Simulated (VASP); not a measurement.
Runs of VASP 6.6.1 on V. The structure is that of space group P6_3/mmc (No. 194), or close to it. The cells are those of the table. This isn't the form of V at room conditions, which is bcc.

```tsv
cell	k mesh	gap on the mesh (eV)	pressure (GPa)
a = 2.658, b = 2.658, c = 9.293 Å, angles 90.0, 90.0, 120.0°, 4 atoms	13 × 13 × 4	none	0.3
a = 2.658, b = 2.658, c = 9.293 Å, angles 90.0, 90.0, 120.0°, 4 atoms	15 × 15 × 4	none	0.3
a = 2.547, b = 2.547, c = 8.905 Å, angles 90.0, 90.0, 120.0°, 4 atoms	15 × 15 × 4	none	27.1
a = 2.622, b = 2.622, c = 9.167 Å, angles 90.0, 90.0, 120.0°, 4 atoms	15 × 15 × 4	none	7.5
a = 2.693, b = 2.693, c = 9.415 Å, angles 90.0, 90.0, 120.0°, 4 atoms	15 × 15 × 4	none	(a)
```

Alike in all rows: task single point; level RPBE; potentials or basis VASP PAW PBE potentials, release 64 (V_sv); no spin polarisation; cutoff (eV) 520; smearing fermi-dirac 0.1 eV.

Estimate the missing entries.

(a) -5.7.

Caveats: the PAW data sets were made with another functional, which shifts forces and pressure a little; the cell stands under pressure (at least some runs); the cell stands under tension (at least some runs).

A gap of «none» marks levels without a gap at the run's occupations.
